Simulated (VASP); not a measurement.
Al:

```
Al
1.0
     0.00000    2.02481    2.02481
     2.02481    0.00000    2.02481
     2.02481    2.02481    0.00000
Al
1
Direct
  0.00000 0.00000 0.00000
```

```yaml
Program: VASP 6.6.1
Task: relaxation of cell and atoms
Functional: PBEsol
Potentials_or_basis: VASP PAW PBE potentials, release 64 (Al)
Cutoff: 600 eV
k_mesh: 14 × 14 × 14
Occupations: fermi-dirac, width 0.08 eV
Spin: no spin polarisation
```

At the start: pressure -2.1 GPa; volume 16.60 Å³/atom.

**Question.** Where does the relaxation end?

**Answer.** Over 3 steps the energy falls by 2.9 meV/atom and the volume is 16.16 Å³/atom (-2.7 %); space group Fm-3m (No. 225, to 0.05 Å).

The path:
```tsv
step	energy change (eV)	largest force (eV/Å)	pressure (GPa)	volume (Å³)
1	0.0000	0.0000	-2.08	16.60
2	-0.0029	0.0000	0.36	16.09
3	-0.0029	0.0000	0.00	16.16
```

Final structure:
```
CELL_PARAMETERS angstrom
0.00000 2.00666 2.00666
2.00666 0.00000 2.00666
2.00666 2.00666 0.00000
ATOMIC_POSITIONS crystal
Al 0.00000 0.00000 0.00000
```

Caveat: the PAW data sets were made with another functional, which shifts forces and pressure a little.
